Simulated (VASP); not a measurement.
# HfC (Fm-3m) in VASP: further runs

Aim: see how the results for HfC move with the level of theory and the settings. Levels: PBE, PBEsol, RPBE. Tasks: single point.

Everything below comes from runs of VASP 6.6.1. Logs are shortened: lines on timing, memory, paths and dates and some standing lists are left out, and cuts for length are marked.

### Step 1. The cell of the first run

It takes space group Fm-3m (No. 225, cubic). Conventional cell: a = 4.650 Å, b = 4.650 Å, c = 4.650 Å, α = 90.00°, β = 90.00°, γ = 90.00°. Within 3.1 Å of Hf (site symmetry m-3m) lie 6 C at 2.33 Å. Within 3.1 Å of C (site symmetry m-3m) lie 6 Hf at 2.33 Å.

### Step 2. Single point, PBE

The input, INCAR:

```
ALGO = Normal ; EDIFF = 1E-6
ENCUT = 520 ; GGA = PE
ISIF = 2 ; ISMEAR = 0
LASPH = True ; LCHARG = False
LREAL = False ; LWAVE = False
NBANDS = 14 ; NELM = 100
PREC = Accurate ; SIGMA = 0.026000000000000002
```

The input, KPOINTS:

```
k-points
0
Gamma
  10 10 10
```

The input, POSCAR:

```
HfC
1.0
    0.0000000000      2.3250000000      2.3250000000
    2.3250000000      0.0000000000      2.3250000000
    2.3250000000      2.3250000000      0.0000000000
Hf C
1 1
Direct
    0.5000000000      0.5000000000      0.5000000000
    0.0000000000      0.0000000000      0.0000000000
```

Potentials or basis: VASP PAW PBE potentials, release 64 (Hf_pv, C).

The run is started by

```bash
$ cat potpaw_PBE.64/Hf_pv/POTCAR potpaw_PBE.64/C/POTCAR > POTCAR
$ mpirun -np 1 vasp_std > vasp.out
```

OUTCAR:

```text
EDIFF = 1E-6
   ENCUT = 520
   GGA = PE
   ISIF = 2
   ISMEAR = 0
   LASPH = True
   LREAL = False
   NELM = 100
   PREC = Accurate

 ion  position               nearest neighbor table
   1  0.500  0.500  0.500-   2 2.33   2 2.33   2 2.33   2 2.33   2 2.33   2 2.33
   2  0.000  0.000  0.000-   1 2.33   1 2.33   1 2.33   1 2.33   1 2.33   1 2.33

  LATTYP: Found a face centered cubic cell.
 ALAT       =     4.6500000000

  Lattice vectors:

 A1 = (   0.0000000000,   2.3250000000,   2.3250000000)
 A2 = (   2.3250000000,   0.0000000000,   2.3250000000)
 A3 = (   2.3250000000,   2.3250000000,   0.0000000000)

Analysis of symmetry for initial positions (statically):
=====================================================================
 Subroutine PRICEL returns:
 Original cell was already a primitive cell.

 Routine SETGRP: Setting up the symmetry group for a
 face centered cubic supercell.

 Subroutine GETGRP returns: Found 48 space group operations
 (whereof 48 operations were pure point group operations)
 out of a pool of 48 trial point group operations.

The static configuration has the point symmetry O_h .

Analysis of symmetry for dynamics (positions and initial velocities):
=====================================================================
 Subroutine PRICEL returns:
 Original cell was already a primitive cell.

 Routine SETGRP: Setting up the symmetry group for a
 face centered cubic supercell.

 Subroutine GETGRP returns: Found 48 space group operations
 (whereof 48 operations were pure point group operations)
 out of a pool of 48 trial point group operations.

The dynamic configuration has the point symmetry O_h .

 Subroutine INISYM returns: Found 48 space group operations
 (whereof 48 operations are pure point group operations),
 and found     1 'primitive' translations

----------------------------------------------------------------------------------------

                                     Primitive cell

  volume of cell :      25.1362

  direct lattice vectors                    reciprocal lattice vectors
     0.000000000  2.325000000  2.325000000    -0.215053763  0.215053763  0.215053763
     2.325000000  0.000000000  2.325000000     0.215053763 -0.215053763  0.215053763
     2.325000000  2.325000000  0.000000000     0.215053763  0.215053763 -0.215053763

  length of vectors
     3.288046533  3.288046533  3.288046533     0.372484045  0.372484045  0.372484045

  position of ions in fractional coordinates (direct lattice)
     0.500000000  0.500000000  0.500000000
     0.000000000  0.000000000  0.000000000

  ion indices of the primitive-cell ions
   primitive index   ion index
                 1           1
                 2           2

----------------------------------------------------------------------------------------

 KPOINTS: k-points

Automatic generation of k-mesh.
 Grid dimensions read from file:
 generate k-points for:   10   10   10

 Generating k-lattice:

  Cartesian coordinates                     Fractional coordinates (reciprocal lattice)
    -0.021505376  0.021505376  0.021505376     0.100000000  0.000000000  0.000000000
     0.021505376 -0.021505376  0.021505376     0.000000000  0.100000000  0.000000000
     0.021505376  0.021505376 -0.021505376     0.000000000  0.000000000  0.100000000

  Length of vectors
     0.037248404  0.037248404  0.037248404

  Shift w.r.t. Gamma in fractional coordinates (k-lattice)
     0.000000000  0.000000000  0.000000000

 Subroutine IBZKPT returns following result:
 ===========================================

 Found     47 irreducible k-points:

 Following reciprocal coordinates:
            Coordinates               Weight
  0.000000  0.000000  0.000000      1.000000
  0.100000  0.000000  0.000000      8.000000
  0.200000  0.000000  0.000000      8.000000
  0.300000  0.000000  0.000000      8.000000
  0.400000  0.000000  0.000000      8.000000
  0.500000  0.000000  0.000000      4.000000
[... 16 lines left out ...]
  0.300000  0.300000  0.000000      6.000000
  0.400000  0.300000  0.000000     24.000000
 [... further k-points ...]
   k-points           NKPTS =     47   k-points in BZ     NKDIM =     47   number of bands    NBANDS=     14
   number of dos      NEDOS =    301   number of ions     NIONS =      2
   total plane-waves  NPLWV =  13824
   dimension x,y,z NGX =    24 NGY =   24 NGZ =   24
   dimension x,y,z NGXF=    48 NGYF=   48 NGZF=   48
   ions per type =               1   1
   NGX,Y,Z   is equivalent  to a cutoff of  12.13, 12.13, 12.13 a.u.
   NGXF,Y,Z  is equivalent  to a cutoff of  24.27, 24.27, 24.27 a.u.
 SYSTEM =  unknown system
   PREC   = accura    normal or accurate (medium, high low for compatibility)
   ISTART =      0    job   : 0-new  1-cont  2-samecut
   ICHARG =      2    charge: 1-file 2-atom 10-const
   ISPIN  =      1    spin polarized calculation?
   LNONCOLLINEAR =      F non collinear calculations
   LSORBIT =      F    spin-orbit coupling
   LASPH  =      T    aspherical Exc in radial PAW
   ENCUT  =  520.0 eV  38.22 Ry    6.18 a.u.   6.11  6.11  6.11*2*pi/ulx,y,z
   NELM   =    100;   NELMIN=  2; NELMDL= -5     # of ELM steps
   EDIFF  = 0.1E-05   stopping-criterion for ELM
   LREAL  =      F    real-space projection
   EDIFFG = 0.1E-04   stopping-criterion for IOM
   NSW    =      0    number of steps for IOM
   IBRION =     -1    ionic relax: 0-MD 1-quasi-New 2-CG
   NFREE  =      0    steps in history (QN), initial steepest desc. (CG)
   ISIF   =      2    stress and relaxation
   ISYM   =      2    0-nonsym 1-usesym 2-fastsym
   POTIM  = 0.5000    time-step for ionic-motion
   TEBEG  =    0.0;   TEEND  =   0.0 temperature during run
   PSTRESS=    0.0 pullay stress
   NELECT =      14.0000    total number of electrons
   NUPDOWN=      -1.0000    fix difference up-down
   EMIN   =  10.00;   EMAX   =-10.00  energy-range for DOS
   EFERMI =   0.00;   METHOD = LEGACY
   ISMEAR =     0;   SIGMA  =   0.03  broadening in eV -4-tet -1-fermi 0-gaus
   EFERMI_NEDOS =   21; number of points for ismear=-14 and -15
   IALGO  =     38    algorithm
   IMIX   =      4    mixing-type and parameters
     AMIX     =   0.40;   BMIX     =  1.00
     AMIX_MAG =   1.60;   BMIX_MAG =  1.00
  volume/ion in A,a.u.               =      12.57        84.81
  Fermi-wavevector in a.u.,A,eV,Ry     =   1.346949  2.545365 24.684672  1.814272
  Thomas-Fermi vector in A             =   2.474740
   LORBIT       =      0    0 simple, 1 ext, 2 COOP (PROOUT), +10 PAW based schemes
   GGA     = PE    functional components
   LHFCALC =     F    Hartree Fock is set to
   AEXX    =    0.0000 exact exchange contribution
   IVDW    =     0    specifies the selected vdW correction
   LEPSILON=     F    determine dielectric tensor
   LRPA    =     F    only Hartree local field effects (RPA)
 non-spin polarized calculation
 Gauss-broadening in eV      SIGMA  =   0.03
  energy-cutoff  :      520.00
  volume of cell :       25.14
 maximum number of plane-waves:       700
   NGX = 13   NGY = 13   NGZ = 13

 number of electron      14.0000000 magnetization

 Free energy of the ion-electron system (eV)
  ---------------------------------------------------
  ext. energy  EPLUGINS =         0.00000000
  ---------------------------------------------------
  free energy    TOTEN  =       -21.04286772 eV

  energy without entropy =      -21.04263883  energy(sigma->0) =      -21.04275328

 E-fermi :   5.9723     XC(G=0): -12.2854

 val. band max:        5.9662747397   @ k =   0.1000   0.0000   0.0000
 cond. band min:       6.1056074366   @ k =   0.1000   0.1000   0.0000
 fundamental gap:      0.1393326969
 Fermi energy:         5.9723418714

 k-point     1 :       0.0000    0.0000    0.0000
  band No.  band energies     occupation
      1     -23.6175      2.00000
      2     -23.6175      2.00000
      3     -23.6175      2.00000
      4      -6.3570      2.00000
      5       6.9514      0.00000
      6       6.9514      0.00000
      7       6.9514      0.00000
      8       7.3453      0.00000
      9       7.3453      0.00000
     10       7.3453      0.00000
     11       9.3445      0.00000
     12       9.3445      0.00000
     13      12.7804      0.00000
     14      16.9543      0.00000

 k-point     2 :       0.1000    0.0000    0.0000
  band No.  band energies     occupation
      1     -23.6862      2.00000
      2     -23.6241      2.00000
      3     -23.6241      2.00000
      4      -6.1076      2.00000
      5       5.5842      2.00000
      6       5.9663      1.25863
      7       5.9663      1.25861
      8       7.7524      0.00000
      9       7.7524      0.00000
     10       8.1105      0.00000
     11      10.4416      0.00000
     12      10.4416      0.00000
     13      13.3301      0.00000
     14      17.6478      0.00000

 k-point     3 :       0.2000    0.0000    0.0000
  band No.  band energies     occupation
      1     -23.8614      2.00000
      2     -23.6413      2.00000
      3     -23.6413      2.00000
      4      -5.4094      2.00000
      5       3.8013      2.00000
      6       4.7290      2.00000
      7       4.7290      2.00000
      8       8.4940      0.00000
      9       8.4940      0.00000
     10       8.6481      0.00000
     11      12.4285      0.00000
     12      12.4285      0.00000
     13      14.4811      0.00000
     14      19.2684      0.00000

 k-point     4 :       0.3000    0.0000    0.0000
  band No.  band energies     occupation
      1     -24.0696      2.00000
      2     -23.6626      2.00000
      3     -23.6626      2.00000
      4      -4.3964      2.00000
      5       2.0764      2.00000
      6       3.7682      2.00000
      7       3.7682      2.00000
      8       9.3250      0.00000
      9       9.5690      0.00000
     10       9.5690      0.00000
     11      14.5375      0.00000
     12      14.5375      0.00000
     13      15.1115      0.00000
     14      19.6784      0.00000

 k-point     5 :       0.4000    0.0000    0.0000
  band No.  band energies     occupation
      1     -24.2318      2.00000
      2     -23.6796      2.00000
      3     -23.6796      2.00000
      4      -3.2777      2.00000
      5       0.5884      2.00000
      6       3.1730      2.00000
      7       3.1730      2.00000
      8      10.4389      0.00000
      9      10.7103      0.00000
     10      10.7103      0.00000
     11      14.0422      0.00000
[... 276 lines left out ...]
 k-point    22 :      -0.2000    0.2000    0.0000
  band No.  band energies     occupation
      1     -24.0320      2.00000
      2     -23.7949      2.00000
      3     -23.6554      2.00000
      4      -4.2153      2.00000
      5       1.9483      2.00000
      6       3.5548      2.00000
      7       3.8777      2.00000
      8       8.9083      0.00000
      9       9.9854      0.00000
     10      11.1122      0.00000
     11      11.8993      0.00000
     12      15.5590      0.00000
     13      16.2202      0.00000
     14      19.6969      0.00000

 k-point    23 :       0.3000    0.3000    0.0000
  band No.  band energies     occupation
      1     -24.0236      2.00000
      2     -23.7695      2.00000
      3     -23.7695      2.00000
      4      -4.5393      2.00000
      5       2.1574      2.00000
      6       5.0120      2.00000
      7       5.5456      2.00000
      8       5.5456      2.00000
      9      10.5038      0.00000
     10      11.9600      0.00000
     11      11.9600      0.00000
     12      13.3292      0.00000
     13      18.2846      0.00000
     14      19.6404      0.00000

 k-point    24 :       0.4000    0.3000    0.0000
  band No.  band energies     occupation
      1     -24.1074      2.00000
      2     -23.8145      2.00000
      3     -23.7939      2.00000
      4      -4.2732      2.00000
      5       2.2370      2.00000
      6       4.1531      2.00000
      7       5.2406      2.00000
      8       6.1652      0.00000
      9      11.3180      0.00000
     10      12.3367      0.00000
     11      12.4656      0.00000
     12      14.2276      0.00000
     13      17.5391      0.00000
     14      18.6126      0.00000

 [... further k-points ...]
[... 5 lines left out ...]
  --------------------------------------------------------------------------------------
  -------------------------------------------------------------------------------------
  Total       -0.0710766     -0.0710766     -0.0710766     -0.0000000      0.0000000      0.0000000
  in kB       -4.5304216     -4.5304216     -4.5304216     -0.0000000      0.0000000      0.0000000
  external PRESSURE =      -4.5304216 kB  Pullay stress =       0.0000000 kB

 VOLUME and BASIS-vectors are now :
 -----------------------------------------------------------------------------
  energy-cutoff  :      520.00
  volume of cell :       25.14
      direct lattice vectors                 reciprocal lattice vectors
     0.000000000  2.325000000  2.325000000    -0.215053763  0.215053763  0.215053763
     2.325000000  0.000000000  2.325000000     0.215053763 -0.215053763  0.215053763
     2.325000000  2.325000000  0.000000000     0.215053763  0.215053763 -0.215053763

 POSITION                                       TOTAL-FORCE (eV/Angst)
 -----------------------------------------------------------------------------------
      2.32500      2.32500      2.32500        -0.000000     -0.000000     -0.000000
      0.00000      0.00000      0.00000         0.000000      0.000000      0.000000
 -----------------------------------------------------------------------------------
    total drift:                                0.000000     -0.000000      0.000000

  FREE ENERGIE OF THE ION-ELECTRON SYSTEM (eV)
  ---------------------------------------------------
  free  energy   TOTEN  =       -21.0428677243 eV

  energy  without entropy=      -21.0426388259  energy(sigma->0) =      -21.04275328
```

Run time: 12 s. Hardware: 1 thread of Intel Xeon 8259CL, shared host; peak memory 0.15 GiB.

Results:

```yaml
Free_energy: -21.0429 eV
Pressure: -0.5 GPa
Band_gap_on_the_k_mesh: zero (bands 7 and 8 overlap by 1.41 eV)
```

Caveat: spin-orbit coupling is left out, which moves the levels of the heavy elements.

### Step 3. Single point, PBEsol

The input, INCAR:

```
PREC = Accurate
ENCUT = 520
EDIFF = 1E-6
ISMEAR = 0
SIGMA = 0.05
LREAL = F
LASPH = T
NELM = 60
ALGO = Normal
ISIF = 2
LWAVE = F
LCHARG = F
GGA = PS
NBANDS = 14
```

The input, KPOINTS:

```
Automatic mesh
0
Gamma
  10 10 10
```

POSCAR is that of step 2.

Potentials or basis: VASP PAW PBE potentials, release 64 (Hf_pv, C).

The run is started by

```bash
$ cat potpaw_PBE.64/Hf_pv/POTCAR potpaw_PBE.64/C/POTCAR > POTCAR
$ mpirun -np 1 vasp_std > vasp.out
```

Run time: 14 s. Hardware: 1 thread of Intel Xeon 8259CL, shared host; peak memory 0.15 GiB.

The run converged. Its results:

| Item | Value |
| --- | --- |
| Free energy | -22.1772 eV |
| Pressure | -7.0 GPa |
| Band gap on the k mesh | zero (bands 7 and 8 overlap by 1.43 eV) |

Levels at points of the mesh, in eV from the Fermi level:
```tsv
k point	band 5	band 6	band 7	band 8	band 9	band 10
(0.00, 0.00, 0.00)	1.00	1.00	1.00	1.31	1.31	1.31
(0.50, 0.00, 0.00)	-6.21	-3.02	-3.02	5.26	5.26	5.73
(0.50, 0.50, 0.00)	-2.62	-1.86	-0.11	-0.11	5.27	6.69
```

Caveat: the cell stands under tension; the PAW data sets were made with another functional, which shifts forces and pressure a little; spin-orbit coupling is left out, which moves the levels of the heavy elements.

### Step 4. Single point, PBE

The input, INCAR:

```
SYSTEM = HfC
ALGO     = Normal         ! electronic algorithm
EDIFF    = 1E-6           ! SCF threshold, eV
ENCUT    = 520            ! plane-wave cutoff, eV
GGA      = PE             ! functional
ISIF     = 2              ! what is computed and relaxed
ISMEAR   = 0              ! smearing method
LASPH    = .True.         ! aspherical terms in the spheres
LCHARG   = .False.        ! write CHGCAR
LREAL    = .False.        ! projectors in reciprocal space
LWAVE    = .False.        ! write WAVECAR
NBANDS   = 14             ! bands
NELM     = 80             ! most SCF steps
PREC     = Accurate       ! precision mode
SIGMA    = 0.018000000000000002 ! smearing width, eV
```

The input, KPOINTS:

```
k-points
0
Gamma
  10 10 10
  0 0 0
```

POSCAR is that of step 3.

The run is started by

```bash
$ cat potpaw_PBE.64/Hf_pv/POTCAR potpaw_PBE.64/C/POTCAR > POTCAR
$ mpirun -np 1 vasp_std > vasp.out
```

Run time: 12 s. Hardware: 1 thread of Intel Xeon 8259CL, shared host; peak memory 0.15 GiB.

Results (log left out):

| Property | Result |
| --- | --- |
| Free energy | -21.0428 eV |
| Pressure | -0.5 GPa |
| Band gap on the k mesh | zero (bands 7 and 8 overlap by 1.41 eV) |

Levels at points of the mesh, in eV from the Fermi level:
| k point | band 5 | band 6 | band 7 | band 8 | band 9 | band 10 |
| --- | --- | --- | --- | --- | --- | --- |
| (0.00, 0.00, 0.00) | 0.98 | 0.98 | 0.98 | 1.38 | 1.38 | 1.38 |
| (0.50, 0.00, 0.00) | -6.16 | -3.00 | -3.00 | 5.30 | 5.30 | 5.76 |
| (0.50, 0.50, 0.00) | -2.61 | -1.79 | -0.12 | -0.12 | 5.29 | 6.72 |

Caveat: spin-orbit coupling is left out, which moves the levels of the heavy elements.

### Step 5. Single point, RPBE

The input, INCAR:

```
SYSTEM = HfC
ALGO = Normal
EDIFF = 1E-6
ENCUT = 520
GGA = RP
ISIF = 2
ISMEAR = -1
LASPH = .True.
LCHARG = .False.
LREAL = .False.
LWAVE = .False.
NBANDS = 14
NELM = 80
PREC = Accurate
SIGMA = 0.05
```

KPOINTS is that of step 4.

POSCAR is that of step 4.

The run is started by

```bash
$ cat potpaw_PBE.64/Hf_pv/POTCAR potpaw_PBE.64/C/POTCAR > POTCAR
$ mpirun -np 1 vasp_std > vasp.out
```

Wall time 16 s (1 thread of Intel Xeon 8259CL, shared host); peak memory 0.15 GiB.

Results (log left out):

* Free energy: -20.1308 eV
* Pressure: 3.5 GPa
* Band gap on the k mesh: zero (bands 7 and 8 overlap by 1.41 eV)

Levels at points of the mesh, in eV from the Fermi level:
```tsv
k point	band 4	band 5	band 6	band 7	band 8	band 9	band 10	band 11
(0.00, 0.00, 0.00)	-12.39	0.96	0.96	0.96	1.39	1.39	1.39	3.37
(0.50, 0.00, 0.00)	-8.68	-6.17	-3.01	-3.01	5.32	5.32	5.78	6.49
(0.50, 0.50, 0.00)	-10.50	-2.65	-1.78	-0.14	-0.14	5.28	6.73	6.73
```

Caveat: the cell stands under pressure; the PAW data sets were made with another functional, which shifts forces and pressure a little; spin-orbit coupling is left out, which moves the levels of the heavy elements.

### Step 6. The runs side by side

```tsv
level	smearing	gap on the mesh (eV)	pressure (GPa)
PBE	gaussian 0.026 eV	none	-0.5
PBEsol	gaussian 0.05 eV	none	-7.0
PBE	gaussian 0.018 eV	none	-0.5
RPBE	fermi-dirac 0.05 eV	none	3.5
```

Alike in all rows: task single point; potentials or basis VASP PAW PBE potentials, release 64 (Hf_pv, C); no spin polarisation; cell as given; k mesh 10 × 10 × 10; cutoff (eV) 520.

The pressure there spans -7.0 GPa (PBEsol) to 3.5 GPa (RPBE); a positive pressure means that this level wants a larger cell, a negative one a smaller.

Caveats: spin-orbit coupling is left out, which moves the levels of the heavy elements; the PAW data sets were made with another functional, which shifts forces and pressure a little (at least some runs); the cell stands under tension (at least some runs); the cell stands under pressure (at least some runs).

Total energies depend on the potentials used, so only differences within one code and one set of settings carry meaning.
